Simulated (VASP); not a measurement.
# TaN (Fm-3m) in VASP: single point with PBE

Aim: the single point of TaN with PBE.

All numbers are computed with VASP 6.6.1; they aren't measurements. Logs are shortened: lines on timing, memory, paths and dates and some standing lists are left out, and cuts for length are marked.

## 1. The cell of the first run

Symmetry: Fm-3m, No. 225, cubic system. Conventional cell: a = 4.358 Å, b = 4.358 Å, c = 4.358 Å, α = 90.00°, β = 90.00°, γ = 90.00°. Ta (site symmetry m-3m) has 6 N at 2.18 Å within 2.9 Å. Within 2.9 Å of N (site symmetry m-3m) lie 6 Ta at 2.18 Å.

## 2. Single point, PBE, collinear spin, zero start

INCAR

```
SYSTEM = TaN
PREC = Accurate
ENCUT = 600
EDIFF = 1E-6
ISMEAR = -1
SIGMA = 0.1
LREAL = .FALSE.
LASPH = .TRUE.
NELM = 200
ALGO = Normal
ISIF = 2
LWAVE = .FALSE.
LCHARG = .FALSE.
ISPIN = 2
MAGMOM = 0 0
LORBIT = 11
LMAXMIX = 4
GGA = PE
NBANDS = 19
GGA_COMPAT = .FALSE.
```

KPOINTS

```
regular mesh
0
G
  9 9 9
  0 0 0
```

POSCAR

```
TaN
1.0
    0.0000000000      2.1790000000      2.1790000000
    2.1790000000      0.0000000000      2.1790000000
    2.1790000000      2.1790000000      0.0000000000
Ta N
1 1
Direct
    0.5000000000      0.5000000000      0.5000000000
    0.0000000000      0.0000000000      0.0000000000
```

Potentials or basis: VASP PAW PBE potentials, release 64 (Ta_pv, N).

Run with:

```sh
$ cat potpaw_PBE.64/Ta_pv/POTCAR potpaw_PBE.64/N/POTCAR > POTCAR
$ mpirun -np 1 vasp_std > vasp.out
```

OUTCAR:

```text
SYSTEM = TaN
   PREC = Accurate
   ENCUT = 600
   EDIFF = 1E-6
   ISMEAR = -1
   LREAL = .FALSE.
   LASPH = .TRUE.
   NELM = 200
   ISIF = 2
   ISPIN = 2
   LORBIT = 11
   GGA = PE

 ion  position               nearest neighbor table
   1  0.500  0.500  0.500-   2 2.18   2 2.18   2 2.18   2 2.18   2 2.18   2 2.18
   2  0.000  0.000  0.000-   1 2.18   1 2.18   1 2.18   1 2.18   1 2.18   1 2.18

  LATTYP: Found a face centered cubic cell.
 ALAT       =     4.3580000000

  Lattice vectors:

 A1 = (   0.0000000000,   2.1790000000,   2.1790000000)
 A2 = (   2.1790000000,   0.0000000000,   2.1790000000)
 A3 = (   2.1790000000,   2.1790000000,   0.0000000000)

Analysis of symmetry for initial positions (statically):
=====================================================================
 Subroutine PRICEL returns:
 Original cell was already a primitive cell.

 Routine SETGRP: Setting up the symmetry group for a
 face centered cubic supercell.

 Subroutine GETGRP returns: Found 48 space group operations
 (whereof 48 operations were pure point group operations)
 out of a pool of 48 trial point group operations.

The static configuration has the point symmetry O_h .

Analysis of symmetry for dynamics (positions and initial velocities):
=====================================================================
 Subroutine PRICEL returns:
 Original cell was already a primitive cell.

 Routine SETGRP: Setting up the symmetry group for a
 face centered cubic supercell.

 Subroutine GETGRP returns: Found 48 space group operations
 (whereof 48 operations were pure point group operations)
 out of a pool of 48 trial point group operations.

The dynamic configuration has the point symmetry O_h .

Analysis of structural, dynamic, and magnetic symmetry:
=====================================================================
 Subroutine PRICEL returns:
 Original cell was already a primitive cell.

 Routine SETGRP: Setting up the symmetry group for a
 face centered cubic supercell.

 Subroutine GETGRP returns: Found 48 space group operations
 (whereof 48 operations were pure point group operations)
 out of a pool of 48 trial point group operations.

The overall configuration has the point symmetry O_h .

 Subroutine INISYM returns: Found 48 space group operations
 (whereof 48 operations are pure point group operations),
 and found     1 'primitive' translations

----------------------------------------------------------------------------------------

                                     Primitive cell

  volume of cell :      20.6920

  direct lattice vectors                    reciprocal lattice vectors
     0.000000000  2.179000000  2.179000000    -0.229463056  0.229463056  0.229463056
     2.179000000  0.000000000  2.179000000     0.229463056 -0.229463056  0.229463056
     2.179000000  2.179000000  0.000000000     0.229463056  0.229463056 -0.229463056

  length of vectors
     3.081571352  3.081571352  3.081571352     0.397441672  0.397441672  0.397441672

  position of ions in fractional coordinates (direct lattice)
     0.500000000  0.500000000  0.500000000
     0.000000000  0.000000000  0.000000000

  ion indices of the primitive-cell ions
   primitive index   ion index
                 1           1
                 2           2

----------------------------------------------------------------------------------------

 KPOINTS: regular mesh

Automatic generation of k-mesh.
 Grid dimensions read from file:
 generate k-points for:    9    9    9

 Generating k-lattice:

  Cartesian coordinates                     Fractional coordinates (reciprocal lattice)
    -0.025495895  0.025495895  0.025495895     0.111111111  0.000000000  0.000000000
     0.025495895 -0.025495895  0.025495895     0.000000000  0.111111111  0.000000000
     0.025495895  0.025495895 -0.025495895     0.000000000  0.000000000  0.111111111

  Length of vectors
     0.044160186  0.044160186  0.044160186

  Shift w.r.t. Gamma in fractional coordinates (k-lattice)
     0.000000000  0.000000000  0.000000000

 Subroutine IBZKPT returns following result:
 ===========================================

 Found     35 irreducible k-points:

 Following reciprocal coordinates:
            Coordinates               Weight
  0.000000  0.000000  0.000000      1.000000
  0.111111  0.000000  0.000000      8.000000
  0.222222  0.000000  0.000000      8.000000
  0.333333  0.000000  0.000000      8.000000
  0.444444  0.000000  0.000000      8.000000
  0.111111  0.111111  0.000000      6.000000
[... 16 lines left out ...]
 -0.333333  0.333333  0.000000     12.000000
  0.444444  0.444444  0.000000      6.000000
 [... further k-points ...]
   k-points           NKPTS =     35   k-points in BZ     NKDIM =     35   number of bands    NBANDS=     19
   number of dos      NEDOS =    301   number of ions     NIONS =      2
   total plane-waves  NPLWV =  21952
   dimension x,y,z NGX =    28 NGY =   28 NGZ =   28
   dimension x,y,z NGXF=    56 NGYF=   56 NGZF=   56
   ions per type =               1   1
   NGX,Y,Z   is equivalent  to a cutoff of  15.11, 15.11, 15.11 a.u.
   NGXF,Y,Z  is equivalent  to a cutoff of  30.21, 30.21, 30.21 a.u.
 SYSTEM =  TaN
   PREC   = accura    normal or accurate (medium, high low for compatibility)
   ISTART =      0    job   : 0-new  1-cont  2-samecut
   ICHARG =      2    charge: 1-file 2-atom 10-const
   ISPIN  =      2    spin polarized calculation?
   LNONCOLLINEAR =      F non collinear calculations
   LSORBIT =      F    spin-orbit coupling
   LASPH  =      T    aspherical Exc in radial PAW
   ENCUT  =  600.0 eV  44.10 Ry    6.64 a.u.   6.15  6.15  6.15*2*pi/ulx,y,z
   NELM   =    200;   NELMIN=  2; NELMDL= -5     # of ELM steps
   EDIFF  = 0.1E-05   stopping-criterion for ELM
   LREAL  =      F    real-space projection
   EDIFFG = 0.1E-04   stopping-criterion for IOM
   NSW    =      0    number of steps for IOM
   IBRION =     -1    ionic relax: 0-MD 1-quasi-New 2-CG
   NFREE  =      0    steps in history (QN), initial steepest desc. (CG)
   ISIF   =      2    stress and relaxation
   ISYM   =      2    0-nonsym 1-usesym 2-fastsym
   POTIM  = 0.5000    time-step for ionic-motion
   TEBEG  =    0.0;   TEEND  =   0.0 temperature during run
   PSTRESS=    0.0 pullay stress
   NELECT =      16.0000    total number of electrons
   NUPDOWN=      -1.0000    fix difference up-down
   EMIN   =  10.00;   EMAX   =-10.00  energy-range for DOS
   EFERMI =   0.00;   METHOD = LEGACY
   ISMEAR =    -1;   SIGMA  =   0.10  broadening in eV -4-tet -1-fermi 0-gaus
   EFERMI_NEDOS =   21; number of points for ismear=-14 and -15
   IALGO  =     38    algorithm
   IMIX   =      4    mixing-type and parameters
     AMIX     =   0.40;   BMIX     =  1.00
     AMIX_MAG =   1.60;   BMIX_MAG =  1.00
  volume/ion in A,a.u.               =      10.35        69.82
  Fermi-wavevector in a.u.,A,eV,Ry     =   1.502615  2.839530 30.719922  2.257851
  Thomas-Fermi vector in A             =   2.613832
   LORBIT       =     11    0 simple, 1 ext, 2 COOP (PROOUT), +10 PAW based schemes
   GGA     = PE    functional components
   LHFCALC =     F    Hartree Fock is set to
   AEXX    =    0.0000 exact exchange contribution
   IVDW    =     0    specifies the selected vdW correction
   LEPSILON=     F    determine dielectric tensor
   LRPA    =     F    only Hartree local field effects (RPA)
 spin polarized calculation
  energy-cutoff  :      600.00
  volume of cell :       20.69
 maximum number of plane-waves:       702
 NGX is ok and might be reduce to    28
   NGX = 13   NGY = 13   NGZ = 13

 number of electron      16.0000001 magnetization      -0.0000134

 number of electron      16.0000001 magnetization       0.0000073

 Free energy of the ion-electron system (eV)
  ---------------------------------------------------
  ext. energy  EPLUGINS =         0.00000000
  ---------------------------------------------------
  free energy    TOTEN  =       -21.80221053 eV

  energy without entropy =      -21.77526428  energy(sigma->0) =      -21.78873740

 E-fermi :   9.7500     XC(G=0): -13.5897

 val. band max:        9.6490949540   @ k =  -0.4444   0.2222   0.1111
 cond. band min:       9.7943118730   @ k =  -0.2222   0.2222   0.0000
 fundamental gap:      0.1452169190
 Fermi energy:         9.7499503249

 spin component 1

 k-point     1 :       0.0000    0.0000    0.0000
  band No.  band energies     occupation
      1     -25.8614      1.00000
      2     -25.8614      1.00000
      3     -25.8614      1.00000
      4      -9.2356      1.00000
      5       5.9486      1.00000
      6       5.9486      1.00000
[... 11 lines left out ...]
     18      34.6376      0.00000
     19      37.0519      0.00000
[... 485 lines left out ...]
 k-point    24 :       0.4444    0.4444    0.0000
  band No.  band energies     occupation
      1     -26.6409      1.00000
      2     -26.1647      1.00000
      3     -26.1647      1.00000
      4      -7.9303      1.00000
      5       2.8981      1.00000
      6       4.2766      1.00000
[... 11 lines left out ...]
     18      29.6283      0.00000
     19      31.8502      0.00000

 [... further k-points ...]

 spin component 2

 k-point     1 :       0.0000    0.0000    0.0000
  band No.  band energies     occupation
      1     -25.8614      1.00000
      2     -25.8614      1.00000
      3     -25.8614      1.00000
      4      -9.2356      1.00000
      5       5.9486      1.00000
      6       5.9486      1.00000
[... 11 lines left out ...]
     18      34.6376      0.00000
     19      37.0519      0.00000
[... 485 lines left out ...]
 k-point    24 :       0.4444    0.4444    0.0000
  band No.  band energies     occupation
      1     -26.6409      1.00000
      2     -26.1647      1.00000
      3     -26.1647      1.00000
      4      -7.9303      1.00000
      5       2.8981      1.00000
      6       4.2766      1.00000
[... 11 lines left out ...]
     18      29.6283      0.00000
     19      31.8502      0.00000

 [... further k-points ...]

------------------------ aborting loop because EDIFF is reached ----------------------------------------

  FORCE on cell =-STRESS in cart. coord.  units (eV):
  Direction    XX          YY          ZZ          XY          YZ          ZX
  --------------------------------------------------------------------------------------
  -------------------------------------------------------------------------------------
  Total        1.9967366      1.9967366      1.9967366      0.0000000     -0.0000000     -0.0000000
  in kB      154.6071819    154.6071819    154.6071819      0.0000000     -0.0000000     -0.0000000
  external PRESSURE =     154.6071819 kB  Pullay stress =       0.0000000 kB

 VOLUME and BASIS-vectors are now :
 -----------------------------------------------------------------------------
  energy-cutoff  :      600.00
  volume of cell :       20.69
      direct lattice vectors                 reciprocal lattice vectors
     0.000000000  2.179000000  2.179000000    -0.229463056  0.229463056  0.229463056
     2.179000000  0.000000000  2.179000000     0.229463056 -0.229463056  0.229463056
     2.179000000  2.179000000  0.000000000     0.229463056  0.229463056 -0.229463056

 POSITION                                       TOTAL-FORCE (eV/Angst)
 -----------------------------------------------------------------------------------
      2.17900      2.17900      2.17900        -0.000000     -0.000000     -0.000000
      0.00000      0.00000      0.00000         0.000000      0.000000      0.000000
 -----------------------------------------------------------------------------------
    total drift:                                0.000000      0.000000      0.000000

  FREE ENERGIE OF THE ION-ELECTRON SYSTEM (eV)
  ---------------------------------------------------
  free  energy   TOTEN  =       -21.8022105297 eV

  energy  without entropy=      -21.7752642762  energy(sigma->0) =      -21.78873740

 total charge

# of ion       s       p       d       tot
------------------------------------------
    1        0.280   6.237   2.490   9.008
    2        1.229   2.554   0.000   3.783
--------------------------------------------------
tot          1.509   8.791   2.490  12.790

 magnetization (x)

# of ion       s       p       d       tot
------------------------------------------
    1       -0.000  -0.000  -0.000  -0.000
    2       -0.000   0.000   0.000  -0.000
--------------------------------------------------
tot         -0.000   0.000  -0.000  -0.000
```

It took 45 s on 1 thread of AMD EPYC 7R43 (Zen 3), shared host; peak memory 0.16 GiB.

Results:

| Item | Value |
| --- | --- |
| Free energy | -21.8022 eV |
| Pressure | 15.5 GPa |
| Band gap on the k mesh | zero (filled and empty bands overlap) |
| Net moment | 0.00 μB per cell |
| Valence electrons inside the program's atomic spheres | Ta 9.01; N 3.78 |

Caveat: the cell stands under pressure; spin-orbit coupling is left out, which moves the levels of the heavy elements.

The gap in the log of VASP goes by the Fermi energy; the results here count the filled bands.